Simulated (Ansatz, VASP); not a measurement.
**One calculation of KRh, two programs**

The input INCAR:

```
SYSTEM = KRh
  ALGO = Normal
  EDIFF = 1E-7
  ENCUT = 520
  GGA = PE
  ISIF = 2
  ISMEAR = -1
  LASPH = .TRUE.
  LCHARG = .FALSE.
  LREAL = .FALSE.
  LWAVE = .FALSE.
  NBANDS = 19
  NELM = 60
  PREC = Accurate
  SIGMA = 0.05
```

The input KPOINTS:

```
k-points
0
G
  7 7 7
  0 0 0
```

POSCAR

```
KRh
1.0
    3.9266231500      0.0000000000      0.0000000000
    0.0000000000      3.9266231500      0.0000000000
    0.0000000000      0.0000000000      3.9266231500
K Rh
1 1
Direct
    0.0000000000      0.0000000000      0.0000000000
    0.5000000000      0.5000000000      0.5000000000
```

The input input.yaml:

```yaml
crystal:
  lattice:
    - [3.92662315, 0.0, 0.0]
    - [0.0, 3.92662315, 0.0]
    - [0.0, 0.0, 3.92662315]
  atoms:
    - { symbol: K, position: [0.0, 0.0, 0.0] }
    - { symbol: Rh, position: [0.5, 0.5, 0.5] }
kpoints:
  mp_grid: { grid: [7, 7, 7] }
scf:
  occupations: { method: fermi_dirac, width: 0.05 }
hamiltonian:
  xc: pbe
  pseudopotentials: { kind: all_electron, lapw: { basis_error: 0.001 } }
output:
  forces: true
  stress: true
  eigenvalues: true
  populations: true
```

Alike in both runs: task single point; functional PBE; k mesh 7 × 7 × 7; occupations fermi-dirac, width 0.05 eV; no spin polarisation.

|  | VASP | Ansatz |
| --- | --- | --- |
| version | VASP 6.6.1 | Ansatz 0.2.0 |
| potentials or method | VASP PAW PBE potentials, release 64 (K_sv, Rh_pv), cutoff 520 eV | all-electron LAPW, scalar-relativistic |

Ansatz gave:

```
gap on the k mesh at the Fermi level (eV) : none
pressure (GPa)                            : -3.4
```

Question: Which values does VASP return?

Answer: gap on the k mesh at the Fermi level (eV): none; pressure (GPa): -3.3.

A gap of «none» marks a metal or a gap that the smearing closes. Ansatz ran all-electron here, and VASP with PAW potentials.
